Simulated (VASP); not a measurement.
# NaTbBr4 in VASP: a series of runs

NaTbBr4 is run at these levels: PBE; tasks: relaxation of cell and atoms, single point.

Everything below comes from runs of VASP 6.6.1. Logs are shortened: lines on timing, memory, paths and dates and some standing lists are left out, and cuts for length are marked.

### 1 The cell of the first run

The typed cell holds 6 atoms: a = 5.008 Å, b = 5.212 Å, c = 7.844 Å, α = 77.88°, β = 79.26°, γ = 86.90°.

### 2 Relaxation of cell and atoms, PBE

File INCAR:

```
ALGO = Normal ; EDIFF = 1E-7
EDIFFG = -0.04 ; ENCUT = 500
GGA = PE ; GGA_COMPAT = F
IBRION = 2 ; ISIF = 3
ISMEAR = 0 ; LASPH = T
LCHARG = F ; LMAXMIX = 6
LREAL = F ; LWAVE = F
NELM = 200 ; NELMIN = 4
NSW = 90 ; PREC = Accurate
SIGMA = 0.1
```

File KPOINTS:

```
k-points
0
Gamma
  4 4 2
```

File POSCAR:

```
NaTbBr4
1.0
    5.0079382398      0.0000000000      0.0000000000
    0.2818215808      5.2041376870      0.0000000000
    1.4620225686      1.5707717992      7.5451188083
Na Tb Br
1 1 4
Direct
    0.0633784105      0.9361342702      0.9926204409
    0.4233095108      0.5875810781      0.5030022694
    0.5088318634      0.0273973390      0.6503777967
    0.9806919004      0.4789309058      0.3526287150
    0.5004249500      0.9678719809      0.1881110864
    0.0233633647      0.5020844259      0.8132596915
```

Potentials or basis: VASP PAW PBE potentials, release 64 (Na_pv, Tb_3, Br), 4f in core.

On the command line:

```
> cat potpaw_PBE.64/Na_pv/POTCAR potpaw_PBE.64/Tb_3/POTCAR potpaw_PBE.64/Br/POTCAR > POTCAR
> mpirun -np 1 vasp_std > vasp.out
```

OUTCAR:

```text
EDIFF = 1E-7
   EDIFFG = -0.04
   ENCUT = 500
   GGA = PE
   IBRION = 2
   ISIF = 3
   ISMEAR = 0
   LASPH = T
   LREAL = F
   NELM = 200
   NELMIN = 4
   NSW = 90
   PREC = Accurate

 ion  position               nearest neighbor table
   1  0.063  0.936  0.993-
   2  0.423  0.588  0.503-   5 2.80   6 2.82   4 2.83   3 2.86   4 2.90   3 2.95
   3  0.509  0.027  0.650-   2 2.86   2 2.95
   4  0.981  0.479  0.353-   2 2.83   2 2.90
   5  0.500  0.968  0.188-   2 2.80
   6  0.023  0.502  0.813-   2 2.82

  LATTYP: Found a triclinic cell.
 ALAT       =     5.2117628945
 B/A-ratio  =     1.3488489795
 C/A-ratio  =     1.7667150473
 COS(alpha) =     0.0126404410
 COS(beta)  =     0.4165026678
 COS(gamma) =     0.7028515721

  Lattice vectors:

 A1 = (  -0.2818215808,  -5.2041376870,   0.0000000000)
 A2 = (   4.7261166590,  -5.2041376870,   0.0000000000)
 A3 = (  -3.8277372520,  -3.6333658878,   7.5451188083)

Analysis of symmetry for initial positions (statically):
=====================================================================
 Subroutine PRICEL returns:
 Original cell was already a primitive cell.

 Routine SETGRP: Setting up the symmetry group for a
 triclinic supercell.

 Subroutine GETGRP returns: Found  1 space group operations
 (whereof  1 operations were pure point group operations)
 out of a pool of  2 trial point group operations.

The static configuration has the point symmetry C_1 .

Analysis of symmetry for dynamics (positions and initial velocities):
=====================================================================
 Subroutine PRICEL returns:
 Original cell was already a primitive cell.

 Routine SETGRP: Setting up the symmetry group for a
 triclinic supercell.

 Subroutine GETGRP returns: Found  1 space group operations
 (whereof  1 operations were pure point group operations)
 out of a pool of  2 trial point group operations.

The dynamic configuration has the point symmetry C_1 .

 Subroutine INISYM returns: Found  1 space group operations
 (whereof  1 operations are pure point group operations),
 and found     1 'primitive' translations

----------------------------------------------------------------------------------------

                                     Primitive cell

  volume of cell :     196.6409

  direct lattice vectors                    reciprocal lattice vectors
     5.007938240  0.000000000  0.000000000     0.199682974 -0.010813505 -0.036441502
     0.281821581  5.204137687  0.000000000     0.000000000  0.192154793 -0.040003522
     1.462022569  1.570771799  7.545118808     0.000000000  0.000000000  0.132536018

  length of vectors
     5.007938240  5.211762895  7.844338842     0.203268800  0.196274671  0.132536018

  position of ions in fractional coordinates (direct lattice)
     0.063378411  0.936134270  0.992620441
     0.423309511  0.587581078  0.503002269
     0.508831863  0.027397339  0.650377797
     0.980691900  0.478930906  0.352628715
     0.500424950  0.967871981  0.188111086
     0.023363365  0.502084426  0.813259692

  ion indices of the primitive-cell ions
   primitive index   ion index
                 1           1
                 2           2
                 3           3
                 4           4
                 5           5
                 6           6

----------------------------------------------------------------------------------------

 KPOINTS: k-points

Automatic generation of k-mesh.
 Grid dimensions read from file:
 generate k-points for:    4    4    2

 Generating k-lattice:

  Cartesian coordinates                     Fractional coordinates (reciprocal lattice)
     0.049920743 -0.002703376 -0.009110376     0.250000000  0.000000000 -0.000000000
     0.000000000  0.048038698 -0.010000881     0.000000000  0.250000000  0.000000000
     0.000000000  0.000000000  0.066268009     0.000000000  0.000000000  0.500000000

  Length of vectors
     0.050817200  0.049068668  0.066268009

  Shift w.r.t. Gamma in fractional coordinates (k-lattice)
     0.000000000  0.000000000  0.000000000

[... 41 lines left out ...]
   IVDW    =     0    specifies the selected vdW correction
   LEPSILON=     F    determine dielectric tensor
   LRPA    =     F    only Hartree local field effects (RPA)
 conjugate gradient relaxation of ions
 non-spin polarized calculation
 Gauss-broadening in eV      SIGMA  =   0.10
  energy-cutoff  :      500.00
  volume of cell :      196.64
 maximum number of plane-waves:      5013
 NGX is ok and might be reduce to    40
   NGX = 19   NGY = 19   NGZ = 29

--------------------------------------- Ionic step        1  -------------------------------------------

 number of electron      43.9999998 magnetization

 Free energy of the ion-electron system (eV)
  ---------------------------------------------------
  ext. energy  EPLUGINS =         0.00000000
  ---------------------------------------------------
  free energy    TOTEN  =       -22.78764983 eV

  energy without entropy =      -22.78764983  energy(sigma->0) =      -22.78764983

------------------------ aborting loop because EDIFF is reached ----------------------------------------

  FORCE on cell =-STRESS in cart. coord.  units (eV):
  Direction    XX          YY          ZZ          XY          YZ          ZX
  --------------------------------------------------------------------------------------
  -------------------------------------------------------------------------------------
  Total        0.3200569      0.0865678      0.3883451      0.0296499      0.0643059      0.0300887
  in kB        2.6077384      0.7053313      3.1641321      0.2415795      0.5239476      0.2451547
  external PRESSURE =       2.1590673 kB  Pullay stress =       0.0000000 kB
[... 101 lines left out ...]
  FREE ENERGIE OF THE ION-ELECTRON SYSTEM (eV)
  ---------------------------------------------------
  free  energy   TOTEN  =       -22.7894221718 eV

  energy  without entropy=      -22.7894221718  energy(sigma->0) =      -22.78942217

 E-fermi :   0.0029     XC(G=0):  -7.7414

 val. band max:       -0.5096912823   @ k =   0.5000   0.5000  -0.0000
 cond. band min:       3.0736301249   @ k =   0.0000   0.0000   0.0000
 fundamental gap:      3.5833214072
 Fermi energy:         0.0028762346

 k-point     1 :       0.0000    0.0000    0.0000
  band No.  band energies     occupation
      1     -22.5978      2.00000
      2     -22.5949      2.00000
      3     -22.5890      2.00000
      4     -22.5388      2.00000
      5     -22.5079      2.00000
      6     -22.4099      2.00000
[... 569 lines left out ...]
     25       3.8916      0.00000
     26       4.6133      0.00000

[... ionic steps 4 to 31 ...]

--------------------------------------- Ionic step       32  -------------------------------------------

 number of electron      44.0000000 magnetization

------------------------ aborting loop because EDIFF is reached ----------------------------------------

  FORCE on cell =-STRESS in cart. coord.  units (eV):
  Direction    XX          YY          ZZ          XY          YZ          ZX
  --------------------------------------------------------------------------------------
  -------------------------------------------------------------------------------------
  Total       -0.1112103     -0.0720560     -0.1084737     -0.0235500     -0.0050070      0.0361777
  in kB       -0.8479403     -0.5494023     -0.8270746     -0.1795603     -0.0381763      0.2758429
  external PRESSURE =      -0.7414724 kB  Pullay stress =       0.0000000 kB
[... 65 lines left out ...]
  energy  without entropy=      -22.8266795878  energy(sigma->0) =      -22.82667959

--------------------------------------- Ionic step       34  -------------------------------------------

 number of electron      43.9999996 magnetization

 Free energy of the ion-electron system (eV)
  ---------------------------------------------------
  ext. energy  EPLUGINS =         0.00000000
  ---------------------------------------------------
  free energy    TOTEN  =       -22.82675009 eV

  energy without entropy =      -22.82675009  energy(sigma->0) =      -22.82675009

 E-fermi :  -0.3807     XC(G=0):  -7.5041

 val. band max:       -0.8299433915   @ k =   0.5000   0.5000  -0.0000
 cond. band min:       2.7972397713   @ k =   0.0000   0.0000   0.0000
 fundamental gap:      3.6271831629
 Fermi energy:        -0.3807392113

 k-point     1 :       0.0000    0.0000    0.0000
  band No.  band energies     occupation
      1     -22.9063      2.00000
      2     -22.9023      2.00000
      3     -22.8904      2.00000
      4     -22.7718      2.00000
      5     -22.7640      2.00000
      6     -22.6684      2.00000
[... 602 lines left out ...]
  FREE ENERGIE OF THE ION-ELECTRON SYSTEM (eV)
  ---------------------------------------------------
  free  energy   TOTEN  =       -22.8267500870 eV

  energy  without entropy=      -22.8267500870  energy(sigma->0) =      -22.82675009

 reached required accuracy - stopping structural energy minimisation
```

Wall time 21 min (1 thread of AMD EPYC 9R45 (Zen 5), shared host); peak memory 0.36 GiB.

Results:

```yaml
Free_energy: -22.8268 eV
Relaxed_volume: 34.99 Å³/atom
Relaxed_cell: a = 5.378 Å, b = 5.363 Å, c = 8.205 Å, α = 70.60°, β = 70.72°, γ = 79.33°
Space_group_after_relaxing_to_0.1_Å: C2 (No. 5)
Energy_gained_by_relaxing: 6.5 meV/atom
Ionic_steps: 34
Pressure_after_relaxing: 0.0 GPa
Largest_force_after_relaxing: 0.036 eV/Å
Band_gap_on_the_k_mesh: 3.63 eV (least direct gap 3.81 eV)
```

Forces in eV/Å, atoms in the order of the input:
```
Na   0.000  0.005 -0.014
Tb   0.018 -0.010  0.015
Br  -0.013  0.000  0.012
Br  -0.013  0.019 -0.028
Br   0.006 -0.013  0.012
Br   0.002  0.000  0.004
```

Step by step:
```
step  energy change (eV)  largest force (eV/Å)  pressure (GPa)  volume (Å³)
   1              0.0000                0.0708            0.22       196.64
   2             -0.0017                0.0569           -0.01       197.90
   3             -0.0018                0.0582           -0.06       198.20
   4             -0.0025                0.0502           -0.03       198.20
   5             -0.0033                0.0697            0.04       198.20
   6             -0.0040                0.0569            0.03       198.40
   7             -0.0052                0.0406            0.01       199.01
   8             -0.0047                0.1246           -0.03       200.22
   9             -0.0055                0.0515           -0.01       199.46
  10             -0.0063                0.0412           -0.01       199.66
  11             -0.0079                0.0573            0.00       200.27
  12             -0.0071                0.1303            0.02       201.45
  13             -0.0082                0.0786            0.01       200.68
  14             -0.0093                0.0769            0.01       201.01
  15             -0.0121                0.0731            0.01       201.97
  16             -0.0153                0.1002            0.01       203.82
  17             -0.0173                0.0879           -0.03       204.33
  18             -0.0215                0.0744           -0.13       205.82
  19             -0.0195                0.1336           -0.34       208.60
  20             -0.0226                0.0821           -0.19       206.67
  21             -0.0251                0.0760           -0.03       206.04
  22             -0.0257                0.0836            0.10       205.55
  23             -0.0280                0.0677            0.06       205.91
  24             -0.0306                0.0723           -0.05       206.91
  25             -0.0324                0.0721            0.06       206.70
  26             -0.0327                0.0745            0.14       206.56
  27             -0.0347                0.0588           -0.07       208.37
  28             -0.0348                0.0580           -0.09       208.60
  29             -0.0367                0.0475            0.00       208.64
  30             -0.0372                0.0524            0.07       208.67
  31             -0.0385                0.0456           -0.06       210.02
  32             -0.0385                0.0489           -0.07       210.13
  33             -0.0390                0.0427            0.07       209.88
  34             -0.0391                0.0362            0.03       209.95
```

Final structure:
```
Na Tb Br
1.0
     5.35834    0.33883    0.31206
     0.64411    5.31703    0.27728
     2.14239    2.09078    7.63949
Na Tb Br
1 1 4
Cartesian
  1.0422 4.8825 0.2969
  3.6116 4.3622 4.1047
  3.9663 1.5740 4.7703
  6.3890 3.8411 3.4767
  3.5979 5.5623 1.6013
  2.3992 4.4615 6.5994
```

Caveat: spin-orbit coupling is left out, which moves the levels of the heavy elements; the 4f electrons are frozen in the core, so they carry no moment and show no levels. A k mesh can miss the band edges.

### 3 Single point, PBE

This run uses another cell than the first one, of 35.26 Å³/atom.

File INCAR:

```
ALGO = Normal
EDIFF = 1E-6
ENCUT = 500
GGA = PE
GGA_COMPAT = False
ISIF = 2
ISMEAR = 0
LASPH = True
LCHARG = True
LELF = True
LMAXMIX = 6
LREAL = False
LVHAR = True
LWAVE = False
NBANDS = 31
NELM = 200
PREC = Accurate
SIGMA = 0.02
```

File KPOINTS:

```
k-points
0
Gamma
  6 6 4
```

File POSCAR:

```
NaTbBr4
1.0
    4.1398160155     -3.4442915541     -0.0224474031
    4.1398160155      3.4442915541     -0.0224474031
   -3.5067186160      0.0000000000      7.4379028562
Na Tb Br
1 1 4
Direct
    0.9157810599      0.0842189401      0.5000000000
    0.5986161804      0.4013838196      0.0000000000
    0.0295593979      0.4903670525      0.8970994629
    0.5096329475      0.9704406021      0.1029005371
    0.9492016702      0.4956639994      0.3445531815
    0.5043360006      0.0507983298      0.6554468185
```

Potentials or basis: VASP PAW PBE potentials, release 64 (Na_pv, Tb_3, Br), 4f in core.

On the command line:

```
> cat potpaw_PBE.64/Na_pv/POTCAR potpaw_PBE.64/Tb_3/POTCAR potpaw_PBE.64/Br/POTCAR > POTCAR
> mpirun -np 1 vasp_std > vasp.out
```

It took 2.6 min on 1 thread of AMD EPYC 9R45 (Zen 5), shared host; peak memory 0.44 GiB.

It converged, with:

- Free energy: -22.8346 eV
- Pressure: 0.0 GPa
- Largest force: 0.015 eV/Å
- Band gap on the k mesh: 3.63 eV (least direct gap 3.82 eV)

Forces on the atoms (eV/Å):
```
Na   0.000  0.002  0.000
Tb   0.000  0.015  0.000
Br   0.006 -0.007  0.001
Br  -0.006 -0.007 -0.001
Br   0.006 -0.001  0.009
Br  -0.006 -0.001 -0.009
```

Levels at points of the mesh, in eV from the valence-band top:
| k point | band 18 | band 19 | band 20 | band 21 | band 22 | band 23 | band 24 | band 25 | band 26 | band 27 |
| --- | --- | --- | --- | --- | --- | --- | --- | --- | --- | --- |
| (0.00, 0.00, 0.00) | -0.99 | -0.73 | -0.62 | -0.40 | -0.38 | 3.63 | 4.34 | 4.49 | 4.70 | 5.37 |
| (0.50, 0.00, 0.00) | -1.10 | -0.81 | -0.59 | -0.52 | -0.18 | 3.78 | 4.06 | 4.31 | 5.22 | 6.09 |
| (0.50, 0.50, 0.00) | -1.00 | -0.92 | -0.43 | -0.36 | 0.00 | 3.82 | 4.07 | 4.41 | 5.41 | 5.51 |
| (0.00, 0.00, 0.50) | -1.11 | -0.80 | -0.63 | -0.63 | -0.46 | 3.69 | 4.56 | 4.76 | 5.11 | 5.40 |
| (0.50, 0.00, 0.50) | -1.05 | -0.81 | -0.63 | -0.51 | -0.33 | 3.73 | 4.14 | 4.39 | 5.32 | 5.87 |
| (0.50, 0.50, 0.50) | -1.21 | -0.88 | -0.59 | -0.40 | -0.19 | 3.94 | 3.95 | 4.59 | 5.38 | 5.50 |

Caveat: spin-orbit coupling is left out, which moves the levels of the heavy elements; the 4f electrons are frozen in the core, so they carry no moment and show no levels. A k mesh can miss the band edges.

### 4 Relaxation of cell and atoms, PBE

This run uses another cell than the first one, of 34.96 Å³/atom.

File INCAR:

```
ALGO = Normal
EDIFF = 1E-7
EDIFFG = -0.04
ENCUT = 500
GGA = PE
GGA_COMPAT = False
IBRION = 2
ISIF = 3
ISMEAR = 0
LASPH = True
LCHARG = False
LMAXMIX = 6
LREAL = False
LWAVE = False
NELM = 200
NELMIN = 4
NSW = 90
PREC = Accurate
SIGMA = 0.1
```

File KPOINTS:

```
k-points
0
Gamma
  4 4 4
```

File POSCAR:

```
NaTbBr4
1.0
    4.0940847904     -3.4414323918      0.0000000000
    4.0940847904      3.4414323918      0.0000000000
   -3.4141310427      0.0000000000      7.4447306475
Na Tb Br
1 1 4
Direct
    0.9158179721      0.0841820279      0.5000000000
    0.5968782739      0.4031217261      0.0000000000
    0.0276288858      0.4950377241      0.8923750378
    0.5049622759      0.9723711142      0.1076249622
    0.9572458487      0.4954059998      0.3416883460
    0.5045940002      0.0427541513      0.6583116540
```

On the command line:

```
> cat potpaw_PBE.64/Na_pv/POTCAR potpaw_PBE.64/Tb_3/POTCAR potpaw_PBE.64/Br/POTCAR > POTCAR
> mpirun -np 1 vasp_std > vasp.out
```

Wall time 1.7 min (1 thread of AMD EPYC 9R45 (Zen 5), shared host); peak memory 0.36 GiB.

Results (log left out):

* Free energy: -22.8330 eV
* Relaxed volume: 34.87 Å³/atom
* Relaxed cell: a = 5.347 Å, b = 5.347 Å, c = 8.182 Å, α = 108.70°, β = 108.70°, γ = 80.08°
* Space group after relaxing (to 0.1 Å): C2 (No. 5)
* Energy gained by relaxing: 0.2 meV/atom
* Ionic steps: 2
* Pressure after relaxing: 0.0 GPa
* Largest force after relaxing: 0.032 eV/Å
* Band gap on the k mesh: 3.63 eV (least direct gap 3.81 eV)

Forces on the atoms (eV/Å):
```
Na   0.000 -0.003  0.000
Tb   0.000 -0.023  0.000
Br  -0.025  0.006 -0.020
Br   0.025  0.006  0.020
Br  -0.019  0.008 -0.007
Br   0.019  0.008  0.007
```

Stress tensor (GPa, compression positive):
```
 0.09  0.00 -0.03
 0.00  0.01  0.00
-0.03  0.00  0.02
```

Step by step:
```csv
step,energy change (eV),largest force (eV/Å),pressure (GPa),volume (Å³)
1,0.0000,0.0765,-0.09,209.79
2,-0.0011,0.0322,0.04,209.21
```

Final structure:
```yaml
crystal:
  lattice:
    - [4.09353, -3.43959, -0.00352]
    - [4.09353, 3.43959, -0.00352]
    - [-3.42008, 0.00000, 7.43238]
  atoms:
    - { symbol: Na, position: [0.91586, 0.08414, 0.50000] }
    - { symbol: Tb, position: [0.59737, 0.40263, 0.00000] }
    - { symbol: Br, position: [0.02727, 0.49481, 0.89224] }
    - { symbol: Br, position: [0.50519, 0.97273, 0.10776] }
    - { symbol: Br, position: [0.95666, 0.49522, 0.34130] }
    - { symbol: Br, position: [0.50478, 0.04334, 0.65870] }
```

Levels at points of the mesh, in eV from the valence-band top:
```csv
k point,band 18,band 19,band 20,band 21,band 22,band 23,band 24,band 25,band 26
"(0.00, 0.00, 0.00)",-0.94,-0.75,-0.60,-0.41,-0.37,3.63,4.35,4.52,4.69
"(0.50, 0.00, 0.00)",-1.14,-0.81,-0.58,-0.52,-0.16,3.76,4.04,4.28,5.24
"(0.50, 0.50, 0.00)",-0.97,-0.92,-0.45,-0.36,0.00,3.81,4.02,4.38,5.40
"(0.00, 0.00, 0.50)",-1.10,-0.82,-0.64,-0.63,-0.45,3.69,4.57,4.76,5.15
"(0.50, 0.00, 0.50)",-1.06,-0.81,-0.63,-0.52,-0.32,3.71,4.13,4.38,5.33
"(0.50, 0.50, 0.50)",-1.23,-0.85,-0.62,-0.40,-0.20,3.91,3.91,4.56,5.34
```

Caveat: spin-orbit coupling is left out, which moves the levels of the heavy elements; the 4f electrons are frozen in the core, so they carry no moment and show no levels.

### 5 Summary

| task | cell | k mesh | smearing | gap on the mesh (eV) | pressure (GPa) | relaxed volume (Å³/atom) | largest force (eV/Å) |
| --- | --- | --- | --- | --- | --- | --- | --- |
| relaxation of cell and atoms | relaxed from a = 5.008, b = 5.212, c = 7.844 Å, angles 77.9, 79.3, 86.9°, 6 atoms, atomic positions A | 4 × 4 × 2 | gaussian 0.1 eV | 3.63 | 0.0 | 34.99 | 0.04 |
| single point | a = 5.385, b = 5.385, c = 8.223 Å, angles 109.4, 109.4, 79.5°, 6 atoms, atomic positions B | 6 × 6 × 4 | gaussian 0.02 eV | 3.63 | 0.0 | - | 0.02 |
| relaxation of cell and atoms | relaxed from a = 5.348, b = 5.348, c = 8.190 Å, angles 108.6, 108.6, 80.1°, 6 atoms, atomic positions C | 4 × 4 × 4 | gaussian 0.1 eV | 3.63 | 0.0 | 34.87 | 0.03 |

Alike in all rows: level PBE; potentials or basis VASP PAW PBE potentials, release 64 (Na_pv, Tb_3, Br), 4f in core; no spin polarisation; cutoff (eV) 500.

Caveats: spin-orbit coupling is left out, which moves the levels of the heavy elements; the 4f electrons are frozen in the core, so they carry no moment and show no levels.

Absolute energies hang on the potentials; compare differences alone.
